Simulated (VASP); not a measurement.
**PtW3: single point with r2SCAN**

PtW3:

```
CELL_PARAMETERS angstrom
3.96466 0.00000 0.00000
0.00000 3.96466 0.00000
0.00000 0.00000 3.96466
ATOMIC_POSITIONS crystal
Pt 0.00000 0.00000 0.00000
W 0.00000 0.50000 0.50000
W 0.50000 0.00000 0.50000
W 0.50000 0.50000 0.00000
```

```
Program             : VASP 6.6.1
Task                : single point
Functional          : r2SCAN
Potentials or basis : VASP PAW PBE potentials, release 64 (Pt_sv_GW, W_sv)
Cutoff              : 630 eV
k mesh              : 12 × 12 × 12
Occupations         : gaussian, width 0.1 eV
Spin                : no spin polarisation
```

```json
{
 "Pressure": "0.9 GPa",
 "Band gap on the k mesh": "zero (bands 30 and 31 overlap by 3.65 eV)"
}
```

Levels at points of the mesh, in eV from the Fermi level:
| k point | band 26 | band 27 | band 28 | band 29 | band 30 | band 31 | band 32 | band 33 | band 34 | band 35 |
| --- | --- | --- | --- | --- | --- | --- | --- | --- | --- | --- |
| (0.00, 0.00, 0.00) | -2.01 | 0.33 | 0.33 | 2.66 | 2.66 | 2.66 | 3.58 | 3.58 | 3.58 | 4.33 |
| (0.50, 0.00, 0.00) | -2.62 | -2.62 | -0.20 | 0.01 | 0.01 | 0.75 | 1.24 | 1.51 | 1.58 | 1.58 |
| (0.50, 0.50, 0.00) | -2.66 | -2.44 | -2.22 | -2.22 | 0.47 | 0.47 | 0.90 | 0.98 | 0.98 | 2.30 |
| (0.50, 0.50, 0.50) | -0.97 | -0.97 | -0.97 | -0.04 | -0.04 | -0.04 | 0.68 | 3.23 | 3.23 | 3.23 |

Wall time 5.3 min on 1 thread of Intel(R) Xeon(R) Platinum 8488C (Sapphire Rapids), on a shared host, peak memory 0.35 GiB.

Caveat: the PAW data sets were made with another functional, which shifts forces and pressure a little; spin-orbit coupling is left out, which moves the levels of the heavy elements.
